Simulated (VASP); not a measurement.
# ScAlC4N4 (C2/m) in VASP: single point with PBE

Aim: the single point of ScAlC4N4 with PBE.

Program: VASP 6.6.1. These are calculated values, not measurements. Logs are shortened: lines on timing, memory, paths and dates and some standing lists are left out, and cuts for length are marked.

**1. The cell of the first run**

The structure is monoclinic, space group C2/m (No. 12). The conventional cell has a = 8.740 Å, b = 10.740 Å, c = 3.465 Å, α = 90.00°, β = 95.94°, γ = 90.00°. Sc (site symmetry 2/m) has 6 N at 2.20 to 2.33 Å and 2 C at 2.78 Å within 2.9 Å. Al (site symmetry 2/m) has 4 C at 2.00 Å within 2.7 Å. Within 1.6 Å of C (site symmetry 2) lie 1 N at 1.17 Å. Within 1.6 Å of C (site symmetry m) lie 1 N at 1.20 Å. Within 1.6 Å of N (site symmetry 2) lie 1 C at 1.17 Å. N (site symmetry m) has 1 C at 1.20 Å within 1.6 Å.

**2. Single point, PBE**

INCAR

```
ALGO = Normal
EDIFF = 1E-6
ENCUT = 910
GGA = PE
GGA_COMPAT = False
ISIF = 2
ISMEAR = 0
LASPH = True
LCHARG = False
LREAL = False
LWAVE = False
NBANDS = 36
NELM = 120
PREC = Accurate
SIGMA = 0.1
```

KPOINTS

```
k-points
0
Gamma
  4 4 4
```

POSCAR

```
ScAlC4N4
1.0
    4.3582548484     -5.3701527474      0.3233360893
    4.3582548484      5.3701527474      0.3233360893
   -0.6128724646      0.0000000000      3.4107685374
Sc Al C N
1 1 4 4
Direct
    0.5000000000      0.5000000000      0.0000000000
    0.0000000000      0.0000000000      0.0000000000
    0.1865025196      0.8134974804      0.0000000000
    0.8134974804      0.1865025196      0.0000000000
    0.7869496859      0.7869496859      0.7241054811
    0.2130503141      0.2130503141      0.2758945189
    0.2955123201      0.7044876799      0.0000000000
    0.7044876799      0.2955123201      0.0000000000
    0.6680929174      0.6680929174      0.5196800927
    0.3319070826      0.3319070826      0.4803199073
```

Potentials or basis: VASP PAW PBE potentials, release 64 (Sc_sv, Al, C_h, N_h).

The run is started by

```sh
$ cat potpaw_PBE.64/Sc_sv/POTCAR potpaw_PBE.64/Al/POTCAR potpaw_PBE.64/C_h/POTCAR potpaw_PBE.64/N_h/POTCAR > POTCAR
$ mpirun -np 1 vasp_std > vasp.out
```

OUTCAR:

```text
EDIFF = 1E-6
   ENCUT = 910
   GGA = PE
   ISIF = 2
   ISMEAR = 0
   LASPH = True
   LREAL = False
   NELM = 120
   PREC = Accurate

 ion  position               nearest neighbor table
   1  0.500  0.500  0.000-   7 2.20   8 2.20   9 2.20  10 2.20  10 2.33   9 2.33
   2  0.000  0.000  0.000-   3 2.00   4 2.00   5 2.00   6 2.00
   3  0.187  0.813  0.000-   7 1.17   2 2.00
   4  0.813  0.187  0.000-   8 1.17   2 2.00
   5  0.787  0.787  0.724-   9 1.20   2 2.00
   6  0.213  0.213  0.276-  10 1.20   2 2.00
   7  0.296  0.704  0.000-   3 1.17   1 2.20
   8  0.704  0.296  0.000-   4 1.17   1 2.20
   9  0.668  0.668  0.520-   5 1.20   1 2.20   1 2.33
  10  0.332  0.332  0.480-   6 1.20   1 2.20   1 2.33

  LATTYP: Found a base centered monoclinic cell.
 ALAT       =     8.7404648733
 B/A-ratio  =     1.2288025466
 C/A-ratio  =     0.3964770662
 COS(beta)  =    -0.1035505885

  Lattice vectors:

 A1 = (   4.3582548484,  -5.3701527474,   0.3233360893)
 A2 = (   4.3582548484,   5.3701527474,   0.3233360893)
 A3 = (  -0.6128724646,   0.0000000000,   3.4107685374)

Analysis of symmetry for initial positions (statically):
=====================================================================
 Subroutine PRICEL returns:
 Original cell was already a primitive cell.

 Routine SETGRP: Setting up the symmetry group for a
 base centered monoclinic supercell.

 Subroutine GETGRP returns: Found  4 space group operations
 (whereof  4 operations were pure point group operations)
 out of a pool of  4 trial point group operations.

The static configuration has the point symmetry C_2h.

Analysis of symmetry for dynamics (positions and initial velocities):
=====================================================================
 Subroutine PRICEL returns:
 Original cell was already a primitive cell.

 Routine SETGRP: Setting up the symmetry group for a
 base centered monoclinic supercell.

 Subroutine GETGRP returns: Found  4 space group operations
 (whereof  4 operations were pure point group operations)
 out of a pool of  4 trial point group operations.

The dynamic configuration has the point symmetry C_2h.

 Subroutine INISYM returns: Found  4 space group operations
 (whereof  4 operations are pure point group operations),
 and found     1 'primitive' translations

----------------------------------------------------------------------------------------

                                     Primitive cell

  volume of cell :     161.7830

  direct lattice vectors                    reciprocal lattice vectors
     4.358254848 -5.370152747  0.323336089     0.113215554 -0.093107221  0.020343420
     4.358254848  5.370152747  0.323336089     0.113215554  0.093107221  0.020343420
    -0.612872465  0.000000000  3.410768537    -0.021465353  0.000000000  0.289331998

  length of vectors
     6.923689196  6.923689196  3.465393870     0.147988415  0.147988415  0.290127156

  position of ions in fractional coordinates (direct lattice)
     0.500000000  0.500000000  0.000000000
     0.000000000  0.000000000  0.000000000
     0.186502520  0.813497480  0.000000000
     0.813497480  0.186502520  0.000000000
     0.786949686  0.786949686  0.724105481
     0.213050314  0.213050314  0.275894519
     0.295512320  0.704487680  0.000000000
     0.704487680  0.295512320  0.000000000
     0.668092917  0.668092917  0.519680093
     0.331907083  0.331907083  0.480319907

  ion indices of the primitive-cell ions
   primitive index   ion index
                 1           1
                 2           2
                 3           3
                 4           4
                 5           5
                 6           6
                 7           7
                 8           8
                 9           9
                10          10

----------------------------------------------------------------------------------------

 KPOINTS: k-points

Automatic generation of k-mesh.
 Grid dimensions read from file:
 generate k-points for:    4    4    4

 Generating k-lattice:

  Cartesian coordinates                     Fractional coordinates (reciprocal lattice)
     0.028303889 -0.023276805  0.005085855     0.250000000  0.000000000  0.000000000
     0.028303889  0.023276805  0.005085855     0.000000000  0.250000000  0.000000000
    -0.005366338  0.000000000  0.072333000     0.000000000  0.000000000  0.250000000

  Length of vectors
     0.036997104  0.036997104  0.072531789

  Shift w.r.t. Gamma in fractional coordinates (k-lattice)
     0.000000000  0.000000000  0.000000000

 Subroutine IBZKPT returns following result:
 ===========================================

 Found     24 irreducible k-points:

 Following reciprocal coordinates:
            Coordinates               Weight
  0.000000  0.000000  0.000000      1.000000
  0.250000 -0.000000 -0.000000      4.000000
  0.500000 -0.000000 -0.000000      2.000000
  0.250000  0.250000 -0.000000      2.000000
  0.500000  0.250000  0.000000      4.000000
 -0.250000  0.250000  0.000000      2.000000
[... 16 lines left out ...]
 -0.250000  0.250000  0.500000      2.000000
  0.500000  0.500000  0.500000      1.000000
   k-points           NKPTS =     24   k-points in BZ     NKDIM =     24   number of bands    NBANDS=     36
   number of dos      NEDOS =    301   number of ions     NIONS =     10
   total plane-waves  NPLWV = 176400
   dimension x,y,z NGX =    70 NGY =   70 NGZ =   36
   dimension x,y,z NGXF=   140 NGYF=  140 NGZF=   72
   ions per type =               1   1   4   4
   NGX,Y,Z   is equivalent  to a cutoff of  16.81, 16.81, 17.27 a.u.
   NGXF,Y,Z  is equivalent  to a cutoff of  33.62, 33.62, 34.54 a.u.
 SYSTEM =  unknown system
   PREC   = accura    normal or accurate (medium, high low for compatibility)
   ISTART =      0    job   : 0-new  1-cont  2-samecut
   ICHARG =      2    charge: 1-file 2-atom 10-const
   ISPIN  =      1    spin polarized calculation?
   LNONCOLLINEAR =      F non collinear calculations
   LSORBIT =      F    spin-orbit coupling
   LASPH  =      T    aspherical Exc in radial PAW
   ENCUT  =  910.0 eV  66.88 Ry    8.18 a.u.  17.03 17.03  8.52*2*pi/ulx,y,z
   NELM   =    120;   NELMIN=  2; NELMDL= -5     # of ELM steps
   EDIFF  = 0.1E-05   stopping-criterion for ELM
   LREAL  =      F    real-space projection
[... 7 lines left out ...]
   TEBEG  =    0.0;   TEEND  =   0.0 temperature during run
   PSTRESS=    0.0 pullay stress
   NELECT =      50.0000    total number of electrons
   NUPDOWN=      -1.0000    fix difference up-down
   EMIN   =  10.00;   EMAX   =-10.00  energy-range for DOS
   EFERMI =   0.00;   METHOD = LEGACY
   ISMEAR =     0;   SIGMA  =   0.10  broadening in eV -4-tet -1-fermi 0-gaus
   EFERMI_NEDOS =   21; number of points for ismear=-14 and -15
   IALGO  =     38    algorithm
   IMIX   =      4    mixing-type and parameters
     AMIX     =   0.40;   BMIX     =  1.00
     AMIX_MAG =   1.60;   BMIX_MAG =  1.00
  volume/ion in A,a.u.               =      16.18       109.18
  Fermi-wavevector in a.u.,A,eV,Ry     =   1.106846  2.091636 16.668610  1.225108
  Thomas-Fermi vector in A             =   2.243352
   LORBIT       =      0    0 simple, 1 ext, 2 COOP (PROOUT), +10 PAW based schemes
   GGA     = PE    functional components
   LHFCALC =     F    Hartree Fock is set to
   AEXX    =    0.0000 exact exchange contribution
   IVDW    =     0    specifies the selected vdW correction
   LEPSILON=     F    determine dielectric tensor
   LRPA    =     F    only Hartree local field effects (RPA)
 non-spin polarized calculation
 Gauss-broadening in eV      SIGMA  =   0.10
  energy-cutoff  :      910.00
  volume of cell :      161.78
 maximum number of plane-waves:     10112
 NGX is ok and might be reduce to    70
   NGX = 35   NGY = 35   NGZ = 17

 number of electron      50.0000001 magnetization

 Free energy of the ion-electron system (eV)
  ---------------------------------------------------
  ext. energy  EPLUGINS =         0.00000000
  ---------------------------------------------------
  free energy    TOTEN  =       -80.71727373 eV

  energy without entropy =      -80.70886870  energy(sigma->0) =      -80.71307121

 E-fermi :   2.3217     XC(G=0):  -8.2806

 val. band max:        2.2829923194   @ k =   0.2500   0.2500   0.2500
 cond. band min:       2.3525693039   @ k =   0.5000   0.2500   0.5000
 fundamental gap:      0.0695769845
 Fermi energy:         2.3217389326

 k-point     1 :       0.0000    0.0000    0.0000
  band No.  band energies     occupation
      1     -48.0561      2.00000
      2     -26.7600      2.00000
      3     -26.7174      2.00000
      4     -26.5656      2.00000
      5     -16.9948      2.00000
      6     -16.7880      2.00000
[... 28 lines left out ...]
     35       6.4593      0.00000
     36       6.6520      0.00000

 k-point     2 :       0.2500   -0.0000   -0.0000
  band No.  band energies     occupation
      1     -48.0561      2.00000
      2     -26.7600      2.00000
      3     -26.7174      2.00000
      4     -26.5656      2.00000
      5     -16.9848      2.00000
      6     -16.7938      2.00000
[... 28 lines left out ...]
     35       6.4450      0.00000
     36       6.4831      0.00000

 k-point     3 :       0.5000   -0.0000   -0.0000
  band No.  band energies     occupation
      1     -48.0561      2.00000
      2     -26.7600      2.00000
      3     -26.7174      2.00000
      4     -26.5656      2.00000
      5     -16.9740      2.00000
      6     -16.8004      2.00000
[... 28 lines left out ...]
     35       6.4673      0.00000
     36       6.7790      0.00000
[... 742 lines left out ...]
 k-point    23 :      -0.2500    0.2500    0.5000
  band No.  band energies     occupation
      1     -48.0450      2.00000
      2     -26.7588      2.00000
      3     -26.7475      2.00000
      4     -26.6581      2.00000
      5     -16.7835      2.00000
      6     -16.7053      2.00000
[... 28 lines left out ...]
     35       6.5714      0.00000
     36       6.6435      0.00000

 k-point    24 :       0.5000    0.5000    0.5000
  band No.  band energies     occupation
      1     -48.0450      2.00000
      2     -26.7588      2.00000
      3     -26.7475      2.00000
      4     -26.6581      2.00000
      5     -16.7830      2.00000
      6     -16.7049      2.00000
[... 28 lines left out ...]
     35       6.4772      0.00000
     36       6.7214      0.00000

------------------------ aborting loop because EDIFF is reached ----------------------------------------

  FORCE on cell =-STRESS in cart. coord.  units (eV):
  Direction    XX          YY          ZZ          XY          YZ          ZX
  --------------------------------------------------------------------------------------
  -------------------------------------------------------------------------------------
  Total       -0.0836709     -0.0741552     -0.1194806      0.0000000      0.0000000      0.0042844
  in kB       -0.8286138     -0.7343773     -1.1832463      0.0000000      0.0000000      0.0424299
  external PRESSURE =      -0.9154124 kB  Pullay stress =       0.0000000 kB

 VOLUME and BASIS-vectors are now :
 -----------------------------------------------------------------------------
  energy-cutoff  :      910.00
  volume of cell :      161.78
      direct lattice vectors                 reciprocal lattice vectors
     4.358254848 -5.370152747  0.323336089     0.113215554 -0.093107221  0.020343420
     4.358254848  5.370152747  0.323336089     0.113215554  0.093107221  0.020343420
    -0.612872465  0.000000000  3.410768537    -0.021465353  0.000000000  0.289331998

 POSITION                                       TOTAL-FORCE (eV/Angst)
 -----------------------------------------------------------------------------------
      4.35825      0.00000      0.32334         0.000000      0.000000      0.000000
      0.00000      0.00000      0.00000         0.000000      0.000000      0.000000
      4.35825      3.36706      0.32334         0.000000      0.053180      0.000000
      4.35825     -3.36706      0.32334        -0.000000     -0.053180      0.000000
      6.41567      0.00000      2.97865         0.017855      0.000000      0.012340
      1.68797      0.00000      1.07879        -0.017855      0.000000     -0.012340
      4.35825      2.19626      0.32334         0.000000      0.001423      0.000000
      4.35825     -2.19626      0.32334         0.000000     -0.001423      0.000000
      5.50494      0.00000      2.20455         0.029930      0.000000      0.017850
      2.59870      0.00000      1.85290        -0.029930      0.000000     -0.017850
 -----------------------------------------------------------------------------------
    total drift:                                0.000000      0.000000     -0.000000

  FREE ENERGIE OF THE ION-ELECTRON SYSTEM (eV)
  ---------------------------------------------------
  free  energy   TOTEN  =       -80.7172737255 eV

  energy  without entropy=      -80.7088687018  energy(sigma->0) =      -80.71307121
```

It took 5.4 min on 1 thread of Intel Xeon Platinum 8488C (Sapphire Rapids), shared host; peak memory 0.62 GiB.

Results:

```yaml
Free_energy: -80.7173 eV
Pressure: -0.1 GPa
Largest_force: 0.053 eV/Å
Band_gap_on_the_k_mesh: zero (bands 25 and 26 overlap by 0.38 eV)
```

Forces in eV/Å, atoms in the order of the input:
```
Sc   0.000  0.000  0.000
Al   0.000  0.000  0.000
C    0.000  0.053  0.000
C    0.000 -0.053  0.000
C    0.018  0.000  0.012
C   -0.018  0.000 -0.012
N    0.000  0.001  0.000
N    0.000 -0.001  0.000
N    0.030  0.000  0.018
N   -0.030  0.000 -0.018
```

Levels at points of the mesh, in eV from the Fermi level:
```csv
k point,band 23,band 24,band 25,band 26,band 27,band 28
"(0.00, 0.00, 0.00)",-4.24,-4.24,-0.58,0.41,1.56,1.65
"(0.50, 0.00, 0.00)",-4.22,-3.95,-0.39,1.02,1.28,1.49
"(0.50, 0.50, 0.00)",-4.32,-4.21,-0.55,1.52,1.55,1.68
"(0.00, 0.00, 0.50)",-4.40,-4.08,-0.57,0.55,1.21,1.71
"(0.50, 0.00, 0.50)",-4.58,-3.95,-0.95,0.61,1.30,1.40
"(0.50, 0.50, 0.50)",-4.56,-4.07,-0.82,-0.35,0.85,1.65
```

Caveat: the k points lie up to 0.46 Å⁻¹ apart; the cutoff is under 1.25 times the usual one of these potentials, so pressure, stress and relaxed cells hold a basis-set (Pulay) error.
